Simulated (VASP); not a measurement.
# La2O3 (P-62m) in VASP: further runs, part 2 of 2

VASP 6.6.1. The steps go on from the part before.

**3. Single point, LDA (23.34 Å³/atom)**

This run uses another cell than the first one, of 23.34 Å³/atom.

The input, INCAR:

```
SYSTEM = La2O3
PREC = Accurate
ENCUT = 520
EDIFF = 1E-6
ISMEAR = -1
SIGMA = 0.05
LREAL = .False.
LASPH = .True.
NELM = 80
ALGO = Normal
ISIF = 2
LWAVE = .False.
LCHARG = .False.
GGA = CA
NBANDS = 28
```

The input, KPOINTS:

```
Automatic mesh
0
Gamma
  5 5 8
  0 0 0
```

The input, POSCAR:

```
La2O3
1.0
    6.3492473695      0.0000000000      0.0000000000
   -3.1746236848      5.4986095169      0.0000000000
    0.0000000000      0.0000000000      3.3431889533
La O
2 3
Direct
    0.6666666667      0.3333333333      0.5000000000
    0.3333333333      0.6666666667      0.5000000000
    0.5080139900      0.0000000000      0.0000000000
    0.0000000000      0.5080139900      0.0000000000
    0.4919860100      0.4919860100      0.0000000000
```

Potentials or basis: VASP PAW LDA potentials, release 64 (La, O).

Launch:

```
$ cat potpaw_LDA.64/La/POTCAR potpaw_LDA.64/O/POTCAR > POTCAR
$ mpirun -np 1 vasp_std > vasp.out
```

OUTCAR:

```text
SYSTEM = La2O3
   PREC = Accurate
   ENCUT = 520
   EDIFF = 1E-6
   ISMEAR = -1
   LREAL = .False.
   LASPH = .True.
   NELM = 80
   ISIF = 2
   GGA = CA

 ion  position               nearest neighbor table
   1  0.667  0.333  0.500-   3 2.48   3 2.48   4 2.48   4 2.48   5 2.48   5 2.48   2 3.67   2 3.67
                             2 3.67
   2  0.333  0.667  0.500-   4 2.48   4 2.48   3 2.48   3 2.48   5 2.48   5 2.48   1 3.67   1 3.67
                             1 3.67
   3  0.508  0.000  0.000-   1 2.48   1 2.48   2 2.48   2 2.48
   4  0.000  0.508  0.000-   2 2.48   2 2.48   1 2.48   1 2.48
   5  0.492  0.492  0.000-   1 2.48   1 2.48   2 2.48   2 2.48

  LATTYP: Found a hexagonal cell.
 ALAT       =     6.3492473695
 C/A-ratio  =     0.5265488583

  Lattice vectors:

 A1 = (   6.3492473695,   0.0000000000,   0.0000000000)
 A2 = (  -3.1746236848,   5.4986095169,   0.0000000000)
 A3 = (   0.0000000000,   0.0000000000,   3.3431889533)

Analysis of symmetry for initial positions (statically):
=====================================================================
 Subroutine PRICEL returns:
 Original cell was already a primitive cell.

 Routine SETGRP: Setting up the symmetry group for a
 hexagonal supercell.

 Subroutine GETGRP returns: Found 12 space group operations
 (whereof 12 operations were pure point group operations)
 out of a pool of 24 trial point group operations.

The static configuration has the point symmetry D_3h.

Analysis of symmetry for dynamics (positions and initial velocities):
=====================================================================
 Subroutine PRICEL returns:
 Original cell was already a primitive cell.

 Routine SETGRP: Setting up the symmetry group for a
 hexagonal supercell.

 Subroutine GETGRP returns: Found 12 space group operations
[... 125 lines left out ...]
   IALGO  =     38    algorithm
   IMIX   =      4    mixing-type and parameters
     AMIX     =   0.40;   BMIX     =  1.00
     AMIX_MAG =   1.60;   BMIX_MAG =  1.00
  volume/ion in A,a.u.               =      23.34       157.53
  Fermi-wavevector in a.u.,A,eV,Ry     =   1.145643  2.164952 17.857632  1.312499
  Thomas-Fermi vector in A             =   2.282331
   LORBIT       =      0    0 simple, 1 ext, 2 COOP (PROOUT), +10 PAW based schemes
   GGA     = CA    functional components
   LHFCALC =     F    Hartree Fock is set to
   AEXX    =    0.0000 exact exchange contribution
   IVDW    =     0    specifies the selected vdW correction
   LEPSILON=     F    determine dielectric tensor
   LRPA    =     F    only Hartree local field effects (RPA)
 non-spin polarized calculation
  energy-cutoff  :      520.00
  volume of cell :      116.72
 maximum number of plane-waves:      3163
 NGX is ok and might be reduce to    48
   NGX = 23   NGY = 23   NGZ = 13

 number of electron      40.0000000 magnetization

 Free energy of the ion-electron system (eV)
  ---------------------------------------------------
  ext. energy  EPLUGINS =         0.00000000
  ---------------------------------------------------
  free energy    TOTEN  =       -44.25536266 eV

  energy without entropy =      -44.25536266  energy(sigma->0) =      -44.25536266

 E-fermi :   3.4397     XC(G=0):  -8.6666

 val. band max:        2.6447759299   @ k =   0.0000   0.0000   0.5000
 cond. band min:       4.2221952010   @ k =   0.0000   0.0000   0.0000
 fundamental gap:      1.5774192711
 Fermi energy:         3.4397229841

 k-point     1 :       0.0000    0.0000    0.0000
  band No.  band energies     occupation
      1     -27.6987      2.00000
      2     -27.5059      2.00000
      3     -14.3191      2.00000
      4     -14.3191      2.00000
      5     -12.6968      2.00000
      6     -11.2666      2.00000
[... 733 lines left out ...]
     27       7.1301      0.00000
     28       7.2097      0.00000

 [... further k-points ...]

------------------------ aborting loop because EDIFF is reached ----------------------------------------

  FORCE on cell =-STRESS in cart. coord.  units (eV):
  Direction    XX          YY          ZZ          XY          YZ          ZX
  --------------------------------------------------------------------------------------
  -------------------------------------------------------------------------------------
  Total       -3.2704791     -3.2704791     -7.9061791      0.0000000      0.0000000     -0.0000000
  in kB      -44.8937528    -44.8937528   -108.5278446      0.0000000      0.0000000     -0.0000000
  external PRESSURE =     -66.1051167 kB  Pullay stress =       0.0000000 kB

 VOLUME and BASIS-vectors are now :
 -----------------------------------------------------------------------------
  energy-cutoff  :      520.00
  volume of cell :      116.72
      direct lattice vectors                 reciprocal lattice vectors
     6.349247369  0.000000000  0.000000000     0.157498982  0.090932080  0.000000000
    -3.174623685  5.498609517  0.000000000     0.000000000  0.181864160  0.000000000
     0.000000000  0.000000000  3.343188953     0.000000000  0.000000000  0.299115609

 POSITION                                       TOTAL-FORCE (eV/Angst)
 -----------------------------------------------------------------------------------
      3.17462      1.83287      1.67159        -0.000000     -0.000000      0.000000
     -0.00000      3.66574      1.67159         0.000000     -0.000000      0.000000
      3.22551      0.00000      0.00000        -0.090801     -0.000000      0.000000
     -1.61275      2.79337      0.00000         0.045400     -0.078636     -0.000000
      1.56187      2.70524      0.00000         0.045400      0.078636      0.000000
 -----------------------------------------------------------------------------------
    total drift:                               -0.000001     -0.000001      0.000000

  FREE ENERGIE OF THE ION-ELECTRON SYSTEM (eV)
  ---------------------------------------------------
  free  energy   TOTEN  =       -44.2553626645 eV

  energy  without entropy=      -44.2553626618  energy(sigma->0) =      -44.25536266
```

Run time: 60 s. Hardware: 1 thread of Intel Xeon 6975P-C (Granite Rapids), shared host; peak memory 0.24 GiB.

Results:

```
Free energy            : -44.2554 eV
Pressure               : -6.6 GPa
Largest force          : 0.091 eV/Å
Band gap on the k mesh : 1.58 eV (least direct gap 1.98 eV)
```

Forces in eV/Å, atoms in the order of the input:
```
La   0.000  0.000  0.000
La   0.000  0.000  0.000
O   -0.091  0.000  0.000
O    0.045 -0.079  0.000
O    0.045  0.079  0.000
```

Caveat: the cell stands under tension; spin-orbit coupling is left out, which moves the levels of the heavy elements; an odd mesh through Γ misses points on the zone boundary, where band edges can lie.
